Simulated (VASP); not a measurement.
**Rh: relaxation of cell and atoms with PBE**

Rh:

```
Rh
1.0
     0.00000    1.91706    1.91706
     1.91706    0.00000    1.91706
     1.91706    1.91706    0.00000
Rh
1
Direct
  0.00000 0.00000 0.00000
```

- Program: VASP 6.6.1
- Task: relaxation of cell and atoms
- Functional: PBE
- Potentials or basis: VASP PAW PBE potentials, release 64 (Rh_pv)
- Cutoff: 600 eV
- k mesh: 24 × 24 × 24
- Occupations: gaussian, width 0.1 eV
- Spin: no spin polarisation
- Dipole correction: no
- Further INCAR settings: ALGO = Normal; EDIFF = 1e-06; IBRION = 2; EDIFFG = -0.01; NSW = 100; ISIF = 3

```yaml
Relaxed_volume: 14.04 Å³/atom
Relaxed_cell: a = 2.708 Å, b = 2.708 Å, c = 2.708 Å, α = 60.00°, β = 60.00°, γ = 60.00°
Space_group_after_relaxing_to_0.1_Å: Fm-3m (No. 225)
Energy_gained_by_relaxing: 0.2 meV/atom
Ionic_steps: 3
Pressure_after_relaxing: 0.1 GPa
Band_gap_on_the_k_mesh: zero (an odd number of electrons rules out a gap without spin polarisation)
```

The path:
| step | energy change (eV) | largest force (eV/Å) | pressure (GPa) | volume (Å³) |
| --- | --- | --- | --- | --- |
| 1 | 0.0000 | 0.0000 | -0.97 | 14.09 |
| 2 | 0.0007 | 0.0000 | 2.27 | 13.92 |
| 3 | -0.0002 | 0.0000 | 0.06 | 14.04 |

Final structure:
```
CELL_PARAMETERS angstrom
0.00000 1.91462 1.91462
1.91462 0.00000 1.91462
1.91462 1.91462 0.00000
ATOMIC_POSITIONS crystal
Rh 0.00000 0.00000 0.00000
```

Levels at points of the mesh, in eV from the Fermi level:
| k point | band 3 | band 4 | band 5 | band 6 | band 7 | band 8 | band 9 | band 10 | band 11 |
| --- | --- | --- | --- | --- | --- | --- | --- | --- | --- |
| (0.00, 0.00, 0.00) | -46.34 | -7.80 | -2.98 | -2.98 | -2.98 | -0.96 | -0.96 | 16.01 | 20.59 |
| (0.50, 0.00, 0.00) | -46.44 | -5.94 | -3.05 | -3.05 | 0.55 | 0.55 | 0.76 | 8.43 | 15.51 |
| (0.50, 0.50, 0.00) | -46.59 | -6.12 | -5.76 | 0.52 | 0.95 | 0.95 | 3.24 | 12.02 | 13.21 |

It took 4.9 min on 1 thread of Intel Xeon 8259CL, on a shared host, peak memory 0.21 GiB.
